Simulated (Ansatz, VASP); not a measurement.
Ga2BAs3 in VASP and in Ansatz

```
Ga B As
1.0
     5.07725    0.00000    0.00000
    -2.53863    4.39703    0.00000
     0.00000    0.00000    4.81027
Ga B As
2 1 3
Direct
  0.33333 0.66667 0.00000
  0.66667 0.33333 0.00000
  0.00000 0.00000 0.00000
  0.33333 0.66667 0.50000
  0.66667 0.33333 0.50000
  0.00000 0.00000 0.50000
```

Alike in both runs: task relaxation of cell and atoms; functional PBE; k mesh 6 × 6 × 4; occupations gaussian, width 0.1 eV; no spin polarisation.

|  | VASP | Ansatz |
| --- | --- | --- |
| version | VASP 6.6.1 | Ansatz 0.2.0 |
| potentials or method | VASP PAW PBE potentials, release 64 (Ga_d, B, As), cutoff 600 eV | scalar-relativistic, plane waves, PAW |
| valence electrons in the cell | 44 | 74 |

VASP gave:

- gap on the k mesh at the Fermi level, each at its own relaxed structure (eV): none
- relaxed volume (Å³/atom): 17.23
- relaxed cell length with the largest relative difference (Å): 4.916

Which values does Ansatz return?

gap on the k mesh at the Fermi level, each at its own relaxed structure (eV): none; relaxed volume (Å³/atom): 17.20; relaxed cell length with the largest relative difference (Å): 4.911.

A gap of «none» marks a metal or a gap that the smearing closes. VASP's potentials hold 44 valence electrons a cell and Ansatz's 74, so a difference there can come from the potentials and not from the codes.
